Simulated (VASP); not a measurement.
# Ba2TiO4 (P4/mmm) in VASP: a series of runs

Ba2TiO4 is run at these levels: PBEsol; tasks: single point, relaxation of cell and atoms.

Program: VASP 6.6.1. These are calculated values, not measurements. Logs are shortened: lines on timing, memory, paths and dates and some standing lists are left out, and cuts for length are marked.

### 1 The cell of the first run

The structure is tetragonal, space group P4/mmm (No. 123). The conventional cell has a = 3.703 Å, b = 3.703 Å, c = 6.729 Å, α = 90.00°, β = 90.00°, γ = 90.00°. Within 3.5 Å of Ba (site symmetry 4mm) lie 8 O at 2.62 Å and 1 Ba at 3.02 Å and 4 Ti at 3.21 Å. Within 2.5 Å of Ti (site symmetry 4/mmm) lie 6 O at 1.85 to 1.93 Å. Within 2.5 Å of O (site symmetry mmm) lie 2 Ti at 1.85 Å. O (site symmetry 4mm) has 1 Ti at 1.93 Å within 2.6 Å.

### 2 Single point, PBEsol

INCAR reads:

```
PREC = Accurate ; ENCUT = 520
EDIFF = 1E-6 ; ISMEAR = -1
SIGMA = 0.02 ; LREAL = F
LASPH = T ; NELM = 80
ALGO = Normal ; ISIF = 2
LWAVE = F ; LCHARG = F
GGA = PS ; NBANDS = 37
```

KPOINTS reads:

```
regular mesh
0
Gamma
  5 5 2
```

POSCAR reads:

```
Ba2TiO4
1.0
    3.7027576983      0.0000000000      0.0000000000
    0.0000000000      3.7027576983      0.0000000000
    0.0000000000      0.0000000000      6.7294613775
Ba Ti O
2 1 4
Direct
    0.0000000000      0.0000000000      0.7757037877
    0.0000000000      0.0000000000      0.2242962123
    0.5000000000      0.5000000000      0.5000000000
    0.0000000000      0.5000000000      0.5000000000
    0.5000000000      0.5000000000      0.7870147692
    0.5000000000      0.5000000000      0.2129852308
    0.5000000000      0.0000000000      0.5000000000
```

Potentials or basis: VASP PAW PBE potentials, release 64 (Ba_sv, Ti_sv, O).

On the command line:

```sh
$ cat potpaw_PBE.64/Ba_sv/POTCAR potpaw_PBE.64/Ti_sv/POTCAR potpaw_PBE.64/O/POTCAR > POTCAR
$ mpirun -np 1 vasp_std > vasp.out
```

OUTCAR:

```text
PREC = Accurate
   ENCUT = 520
   EDIFF = 1E-6
   ISMEAR = -1
   LREAL = F
   LASPH = T
   NELM = 80
   ISIF = 2
   GGA = PS

 ion  position               nearest neighbor table
   1  0.000  0.000  0.776-   5 2.62   5 2.62   5 2.62   5 2.62   4 2.62   7 2.62   7 2.62   4 2.62
                             2 3.02   3 3.21   3 3.21   3 3.21   3 3.21   2 3.71
   2  0.000  0.000  0.224-   6 2.62   6 2.62   6 2.62   6 2.62   4 2.62   7 2.62   7 2.62   4 2.62
                             1 3.02   3 3.21   3 3.21   3 3.21   3 3.21   1 3.71
   3  0.500  0.500  0.500-   4 1.85   7 1.85   7 1.85   4 1.85   6 1.93   5 1.93   1 3.21   2 3.21
                             1 3.21   1 3.21   2 3.21   2 3.21   1 3.21   2 3.21
   4  0.000  0.500  0.500-   3 1.85   3 1.85   1 2.62   1 2.62   2 2.62   2 2.62
   5  0.500  0.500  0.787-   3 1.93   1 2.62   1 2.62   1 2.62   1 2.62
   6  0.500  0.500  0.213-   3 1.93   2 2.62   2 2.62   2 2.62   2 2.62
   7  0.500  0.000  0.500-   3 1.85   3 1.85   1 2.62   2 2.62   1 2.62   2 2.62

  LATTYP: Found a simple tetragonal cell.
 ALAT       =     3.7027576983
 C/A-ratio  =     1.8174187797

  Lattice vectors:

 A1 = (   3.7027576983,   0.0000000000,   0.0000000000)
 A2 = (   0.0000000000,   3.7027576983,   0.0000000000)
 A3 = (   0.0000000000,   0.0000000000,   6.7294613775)

Analysis of symmetry for initial positions (statically):
=====================================================================
 Subroutine PRICEL returns:
 Original cell was already a primitive cell.

 Routine SETGRP: Setting up the symmetry group for a
 simple tetragonal supercell.

 Subroutine GETGRP returns: Found 16 space group operations
 (whereof 16 operations were pure point group operations)
 out of a pool of 16 trial point group operations.

The static configuration has the point symmetry D_4h.

Analysis of symmetry for dynamics (positions and initial velocities):
=====================================================================
 Subroutine PRICEL returns:
 Original cell was already a primitive cell.

 Routine SETGRP: Setting up the symmetry group for a
 simple tetragonal supercell.

 Subroutine GETGRP returns: Found 16 space group operations
 (whereof 16 operations were pure point group operations)
 out of a pool of 16 trial point group operations.

The dynamic configuration has the point symmetry D_4h.

 Subroutine INISYM returns: Found 16 space group operations
 (whereof 16 operations are pure point group operations),
 and found     1 'primitive' translations

----------------------------------------------------------------------------------------

                                     Primitive cell

  volume of cell :      92.2637

  direct lattice vectors                    reciprocal lattice vectors
     3.702757698  0.000000000  0.000000000     0.270068981  0.000000000  0.000000000
     0.000000000  3.702757698  0.000000000     0.000000000  0.270068981  0.000000000
     0.000000000  0.000000000  6.729461377     0.000000000  0.000000000  0.148600303

  length of vectors
     3.702757698  3.702757698  6.729461377     0.270068981  0.270068981  0.148600303

  position of ions in fractional coordinates (direct lattice)
     0.000000000  0.000000000  0.775703788
     0.000000000  0.000000000  0.224296212
     0.500000000  0.500000000  0.500000000
     0.000000000  0.500000000  0.500000000
     0.500000000  0.500000000  0.787014769
     0.500000000  0.500000000  0.212985231
     0.500000000  0.000000000  0.500000000

  ion indices of the primitive-cell ions
   primitive index   ion index
                 1           1
                 2           2
                 3           3
                 4           4
                 5           5
                 6           6
                 7           7

----------------------------------------------------------------------------------------

 KPOINTS: regular mesh

Automatic generation of k-mesh.
 Grid dimensions read from file:
 generate k-points for:    5    5    2

 Generating k-lattice:

  Cartesian coordinates                     Fractional coordinates (reciprocal lattice)
     0.054013796  0.000000000  0.000000000     0.200000000  0.000000000  0.000000000
     0.000000000  0.054013796  0.000000000     0.000000000  0.200000000  0.000000000
     0.000000000  0.000000000  0.074300152     0.000000000  0.000000000  0.500000000

  Length of vectors
     0.054013796  0.054013796  0.074300152

  Shift w.r.t. Gamma in fractional coordinates (k-lattice)
     0.000000000  0.000000000  0.000000000

 Subroutine IBZKPT returns following result:
 ===========================================

 Found     12 irreducible k-points:

 Following reciprocal coordinates:
            Coordinates               Weight
  0.000000  0.000000  0.000000      1.000000
  0.200000  0.000000  0.000000      4.000000
  0.400000  0.000000  0.000000      4.000000
  0.200000  0.200000  0.000000      4.000000
  0.400000  0.200000  0.000000      8.000000
  0.400000  0.400000  0.000000      4.000000
  0.000000  0.000000  0.500000      1.000000
  0.200000  0.000000  0.500000      4.000000
  0.400000  0.000000  0.500000      4.000000
  0.200000  0.200000  0.500000      4.000000
  0.400000  0.200000  0.500000      8.000000
  0.400000  0.400000  0.500000      4.000000
   k-points           NKPTS =     12   k-points in BZ     NKDIM =     12   number of bands    NBANDS=     37
   number of dos      NEDOS =    301   number of ions     NIONS =      7
   total plane-waves  NPLWV =  39200
   dimension x,y,z NGX =    28 NGY =   28 NGZ =   50
   dimension x,y,z NGXF=    56 NGYF=   56 NGZF=  100
   ions per type =               2   1   4
   NGX,Y,Z   is equivalent  to a cutoff of  12.57, 12.57, 12.35 a.u.
   NGXF,Y,Z  is equivalent  to a cutoff of  25.14, 25.14, 24.70 a.u.
 SYSTEM =  unknown system
   PREC   = accura    normal or accurate (medium, high low for compatibility)
   ISTART =      0    job   : 0-new  1-cont  2-samecut
   ICHARG =      2    charge: 1-file 2-atom 10-const
   ISPIN  =      1    spin polarized calculation?
   LNONCOLLINEAR =      F non collinear calculations
   LSORBIT =      F    spin-orbit coupling
   LASPH  =      T    aspherical Exc in radial PAW
   ENCUT  =  520.0 eV  38.22 Ry    6.18 a.u.   6.88  6.88 12.51*2*pi/ulx,y,z
[... 40 lines left out ...]

 Free energy of the ion-electron system (eV)
  ---------------------------------------------------
  ext. energy  EPLUGINS =         0.00000000
  ---------------------------------------------------
  free energy    TOTEN  =       -51.53265043 eV

  energy without entropy =      -51.53265043  energy(sigma->0) =      -51.53265043

 E-fermi :   5.0983     XC(G=0): -11.4991

 val. band max:        4.5553718270   @ k =   0.2000   0.0000   0.0000
 cond. band min:       5.9591490901   @ k =   0.0000   0.0000   0.0000
 fundamental gap:      1.4037772631
 Fermi energy:         5.0983397458

 k-point     1 :       0.0000    0.0000    0.0000
  band No.  band energies     occupation
      1     -51.4295      2.00000
      2     -28.0281      2.00000
      3     -28.0281      2.00000
      4     -27.7723      2.00000
      5     -21.6979      2.00000
      6     -21.0636      2.00000
[... 29 lines left out ...]
     36       9.9002      0.00000
     37      11.0828      0.00000

 k-point     2 :       0.2000    0.0000    0.0000
  band No.  band energies     occupation
      1     -51.4280      2.00000
      2     -28.0906      2.00000
      3     -28.0254      2.00000
      4     -27.7675      2.00000
      5     -21.6094      2.00000
      6     -21.0057      2.00000
[... 29 lines left out ...]
     36      10.6927      0.00000
     37      11.2330      0.00000

 k-point     3 :       0.4000    0.0000    0.0000
  band No.  band energies     occupation
      1     -51.4256      2.00000
      2     -28.1890      2.00000
      3     -28.0211      2.00000
      4     -27.7597      2.00000
      5     -21.4600      2.00000
      6     -20.9082      2.00000
[... 29 lines left out ...]
     36      11.5234      0.00000
     37      12.2654      0.00000

 k-point     4 :       0.2000    0.2000    0.0000
  band No.  band energies     occupation
      1     -51.4265      2.00000
      2     -28.0893      2.00000
      3     -28.0844      2.00000
      4     -27.7632      2.00000
      5     -21.5330      2.00000
      6     -20.9498      2.00000
[... 29 lines left out ...]
     36      11.3042      0.00000
     37      11.3913      0.00000

 k-point     5 :       0.4000    0.2000    0.0000
  band No.  band energies     occupation
      1     -51.4242      2.00000
      2     -28.1837      2.00000
      3     -28.0808      2.00000
      4     -27.7564      2.00000
      5     -21.4046      2.00000
      6     -20.8559      2.00000
[... 29 lines left out ...]
     36      11.6457      0.00000
     37      12.7006      0.00000

 k-point     6 :       0.4000    0.4000    0.0000
  band No.  band energies     occupation
      1     -51.4219      2.00000
      2     -28.1760      2.00000
      3     -28.1742      2.00000
      4     -27.7510      2.00000
      5     -21.3117      2.00000
      6     -20.7687      2.00000
[... 29 lines left out ...]
     36      12.6612      0.00000
     37      12.9606      0.00000

 k-point     7 :       0.0000    0.0000    0.5000
  band No.  band energies     occupation
      1     -51.4295      2.00000
      2     -28.0281      2.00000
      3     -28.0281      2.00000
      4     -27.7726      2.00000
      5     -21.5295      2.00000
      6     -21.2672      2.00000
[... 29 lines left out ...]
     36      10.4704      0.00000
     37      10.7864      0.00000

 k-point     8 :       0.2000    0.0000    0.5000
  band No.  band energies     occupation
      1     -51.4280      2.00000
      2     -28.0905      2.00000
      3     -28.0254      2.00000
      4     -27.7677      2.00000
      5     -21.4707      2.00000
      6     -21.1742      2.00000
[... 29 lines left out ...]
     36      10.6429      0.00000
     37      10.6978      0.00000

 k-point     9 :       0.4000    0.0000    0.5000
  band No.  band energies     occupation
      1     -51.4256      2.00000
      2     -28.1888      2.00000
      3     -28.0211      2.00000
      4     -27.7598      2.00000
      5     -21.3718      2.00000
      6     -21.0169      2.00000
[... 29 lines left out ...]
     36      11.2545      0.00000
     37      11.5502      0.00000

 k-point    10 :       0.2000    0.2000    0.5000
  band No.  band energies     occupation
      1     -51.4266      2.00000
      2     -28.0892      2.00000
      3     -28.0844      2.00000
      4     -27.7634      2.00000
      5     -21.4141      2.00000
      6     -21.0945      2.00000
[... 29 lines left out ...]
     36      11.3766      0.00000
     37      11.4001      0.00000

 k-point    11 :       0.4000    0.2000    0.5000
  band No.  band energies     occupation
      1     -51.4242      2.00000
      2     -28.1836      2.00000
      3     -28.0808      2.00000
      4     -27.7565      2.00000
      5     -21.3190      2.00000
      6     -20.9603      2.00000
[... 29 lines left out ...]
     36      12.3561      0.00000
     37      12.5180      0.00000

 k-point    12 :       0.4000    0.4000    0.5000
  band No.  band energies     occupation
      1     -51.4219      2.00000
      2     -28.1760      2.00000
      3     -28.1742      2.00000
      4     -27.7510      2.00000
      5     -21.2311      2.00000
      6     -20.8654      2.00000
[... 29 lines left out ...]
     36      12.2890      0.00000
     37      12.3081      0.00000

------------------------ aborting loop because EDIFF is reached ----------------------------------------

  FORCE on cell =-STRESS in cart. coord.  units (eV):
  Direction    XX          YY          ZZ          XY          YZ          ZX
  --------------------------------------------------------------------------------------
  -------------------------------------------------------------------------------------
  Total       19.5662735     19.5662735     19.0553971      0.0000000      0.0000000      0.0000000
  in kB      339.7721743    339.7721743    330.9007053      0.0000000      0.0000000      0.0000000
  external PRESSURE =     336.8150180 kB  Pullay stress =       0.0000000 kB

 VOLUME and BASIS-vectors are now :
 -----------------------------------------------------------------------------
  energy-cutoff  :      520.00
  volume of cell :       92.26
      direct lattice vectors                 reciprocal lattice vectors
     3.702757698  0.000000000  0.000000000     0.270068981  0.000000000  0.000000000
     0.000000000  3.702757698  0.000000000     0.000000000  0.270068981  0.000000000
     0.000000000  0.000000000  6.729461377     0.000000000  0.000000000  0.148600303

 POSITION                                       TOTAL-FORCE (eV/Angst)
 -----------------------------------------------------------------------------------
      0.00000      0.00000      5.22007         0.000000      0.000000      0.147999
      0.00000      0.00000      1.50939        -0.000000      0.000000     -0.147999
      1.85138      1.85138      3.36473         0.000000     -0.000000      0.000000
      0.00000      1.85138      3.36473         0.000000     -0.000000      0.000000
      1.85138      1.85138      5.29619         0.000000      0.000000      0.068668
      1.85138      1.85138      1.43328         0.000000     -0.000000     -0.068668
      1.85138      0.00000      3.36473         0.000000     -0.000000      0.000000
 -----------------------------------------------------------------------------------
    total drift:                                0.000000      0.000000      0.000000

  FREE ENERGIE OF THE ION-ELECTRON SYSTEM (eV)
  ---------------------------------------------------
  free  energy   TOTEN  =       -51.5326504304 eV

  energy  without entropy=      -51.5326504304  energy(sigma->0) =      -51.53265043
```

Run time: 44 s. Hardware: 1 thread of Intel Xeon 6975P-C, shared host; peak memory 0.21 GiB.

Results:

| Item | Value |
| --- | --- |
| Free energy | -51.5327 eV |
| Pressure | 33.7 GPa |
| Largest force | 0.148 eV/Å |
| Band gap on the k mesh | 1.40 eV, indirect (least direct gap 1.45 eV) |

Forces on the atoms (eV/Å):
```
Ba   0.000  0.000  0.148
Ba   0.000  0.000 -0.148
Ti   0.000  0.000  0.000
O    0.000  0.000  0.000
O    0.000  0.000  0.069
O    0.000  0.000 -0.069
O    0.000  0.000  0.000
```

Stress tensor (GPa, compression positive):
```
33.98  0.00  0.00
 0.00 33.98  0.00
 0.00  0.00 33.09
```

Caveat: the k points lie up to 0.47 Å⁻¹ apart; the PAW data sets were made with another functional, which shifts forces and pressure a little; spin-orbit coupling is left out, which moves the levels of the heavy elements. A k mesh can miss the band edges.

### 3 Relaxation of cell and atoms, PBEsol, target pressure 30 GPa, at which the enthalpy is minimised

This run uses another cell than the first one, of 19.91 Å³/atom, 1.510 times its volume.

INCAR reads:

```
ALGO     = Normal         # electronic algorithm
EDIFF    = 1E-7           # SCF threshold, eV
EDIFFG   = -0.05          # ionic threshold
ENCUT    = 600            # plane-wave cutoff, eV
GGA      = PS             # functional
IBRION   = 2              # ionic algorithm
ISIF     = 3              # what is computed and relaxed
ISMEAR   = -1             # smearing method
LASPH    = True           # aspherical terms in the spheres
LCHARG   = False          # write CHGCAR
LREAL    = False          # projectors in reciprocal space
LWAVE    = False          # write WAVECAR
NELM     = 100            # most SCF steps
NSW      = 80             # ionic steps
PREC     = Accurate       # precision mode
PSTRESS  = 300.0        
SIGMA    = 0.02           # smearing width, eV
```

KPOINTS reads:

```
k-points
0
Gamma
  5 5 2
```

POSCAR reads:

```
Ba2TiO4
1.0
    3.9820500000      0.0000000000      0.0000000000
    0.0000000000      3.9820500000      0.0000000000
    0.0000000000      0.0000000000      8.7881500000
Ba Ti O
2 1 4
Direct
    0.0000000000      0.0000000000      0.7255700000
    0.0000000000      0.0000000000      0.2744300000
    0.5000000000      0.5000000000      0.5000000000
    0.0000000000      0.5000000000      0.5000000000
    0.5000000000      0.5000000000      0.7266200000
    0.5000000000      0.5000000000      0.2733800000
    0.5000000000      0.0000000000      0.5000000000
```

Potentials or basis: VASP PAW PBE potentials, release 64 (Ba_sv, Ti_sv, O).

On the command line:

```sh
$ cat potpaw_PBE.64/Ba_sv/POTCAR potpaw_PBE.64/Ti_sv/POTCAR potpaw_PBE.64/O/POTCAR > POTCAR
$ mpirun -np 1 vasp_std > vasp.out
```

Run time: 17 min. Hardware: 1 thread of Intel Xeon 6975P-C, shared host; peak memory 0.32 GiB.

Results (log left out):

* Free energy: -51.8214 eV
* Relaxed volume: 13.34 Å³/atom
* Relaxed cell: a = 3.718 Å, b = 3.718 Å, c = 6.754 Å, α = 90.00°, β = 90.00°, γ = 90.00°
* Space group after relaxing (to 0.05 Å): P4/mmm (No. 123)
* Energy change on relaxing (the enthalpy is what falls): +293.0 meV/atom
* Ionic steps: 17
* Pressure after relaxing: 30.5 GPa
* Largest force after relaxing: 0.046 eV/Å
* Band gap on the k mesh: 1.41 eV, indirect (least direct gap 1.45 eV)

Forces in eV/Å, atoms in the order of the input:
```
Ba   0.000  0.000  0.035
Ba   0.000  0.000 -0.035
Ti   0.000  0.000  0.000
O    0.000  0.000  0.000
O    0.000  0.000 -0.046
O    0.000  0.000  0.046
O    0.000  0.000  0.000
```

Step by step:
```csv
step,energy change (eV),largest force (eV/Å),pressure (GPa),volume (Å³)
1,0.0000,0.4036,-3.64,139.35
2,30.9488,16.6948,271.11,70.90
3,1.0780,1.7913,22.19,115.43
4,1.4532,2.1107,26.60,113.00
5,1.7253,2.3242,29.61,111.47
6,1.6303,1.9760,29.50,107.15
7,2.1298,0.6462,34.29,94.49
8,60.8921,162.2717,272.96,70.50
9,3.3178,3.6416,49.38,94.15
10,5.6923,4.0108,67.88,82.11
11,3.7213,3.3265,54.43,89.59
12,4.2456,2.5560,58.93,85.83
13,3.8336,1.5160,52.32,86.55
14,3.6889,1.8486,48.39,87.04
15,3.2556,1.3088,43.96,88.39
16,2.2216,0.1366,32.54,92.50
17,2.0507,0.0457,30.49,93.36
```

Final structure:
```cif
data_structure
_symmetry_space_group_name_H-M 'P 1'
_symmetry_Int_Tables_number 1
_cell_length_a 3.7179
_cell_length_b 3.7179
_cell_length_c 6.7539
_cell_angle_alpha 90.000
_cell_angle_beta 90.000
_cell_angle_gamma 90.000
_cell_volume 93.36
loop_
_atom_site_label
_atom_site_type_symbol
_atom_site_fract_x
_atom_site_fract_y
_atom_site_fract_z
_atom_site_occupancy
Ba1 Ba 0.00000 0.00000 0.77574 1
Ba2 Ba 0.00000 0.00000 0.22426 1
Ti1 Ti 0.50000 0.50000 0.50000 1
O1 O 0.00000 0.50000 0.50000 1
O2 O 0.50000 0.50000 0.78698 1
O3 O 0.50000 0.50000 0.21302 1
O4 O 0.50000 0.00000 0.50000 1
```

Levels at points of the mesh, in eV from the valence-band top:
```csv
k point,band 24,band 25,band 26,band 27,band 28,band 29,band 30,band 31,band 32,band 33
"(0.00, 0.00, 0.00)",-1.27,-1.27,-0.46,-0.46,-0.05,1.41,2.76,2.83,2.83,3.33
"(0.00, 0.00, 0.50)",-1.39,-1.39,-1.39,-0.32,-0.32,1.41,2.49,2.49,3.89,4.95
```

Caveat: the cell is relaxed towards a set pressure, so the enthalpy falls and the energy may rise; the volume moved by over 15 % at a fixed basis, so the end points are rough; the PAW data sets were made with another functional, which shifts forces and pressure a little; spin-orbit coupling is left out, which moves the levels of the heavy elements; the relaxation stopped at a loose force limit of 0.05 eV/Å, so its end isn't a converged minimum.
